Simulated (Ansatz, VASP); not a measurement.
## Ti2B3 in VASP and in Ansatz

```
CELL_PARAMETERS angstrom
3.94771 0.00000 0.00000
0.00000 3.94771 0.00000
0.00000 0.00000 3.94771
ATOMIC_POSITIONS crystal
Ti 0.00000 0.00000 0.00000
Ti 0.50000 0.50000 0.50000
B 0.50000 0.00000 0.00000
B 0.00000 0.50000 0.00000
B 0.00000 0.00000 0.50000
```

Alike in both runs: functional PBE; k mesh 10 × 10 × 10; occupations gaussian, width 0.1 eV; no spin polarisation.

Ansatz relaxed the structure, and its values are those at the end. VASP's run is a single point on that final structure, the one shown.

|  | VASP | Ansatz |
| --- | --- | --- |
| version | VASP 6.6.1 | Ansatz 0.2.0 |
| potentials or method | VASP PAW PBE potentials, release 64 (Ti_sv, B), cutoff 520 eV | scalar-relativistic, plane waves, PAW |
| valence electrons in the cell | 33 | 33 |

VASP gave:

* gap on the k mesh at the Fermi level (eV): none
* pressure (GPa): -0.2

**Question.** What did Ansatz give for the same quantities?

**Answer.** gap on the k mesh at the Fermi level (eV): none; pressure (GPa): 0.0.

A gap of «none» marks a metal or a gap that the smearing closes.
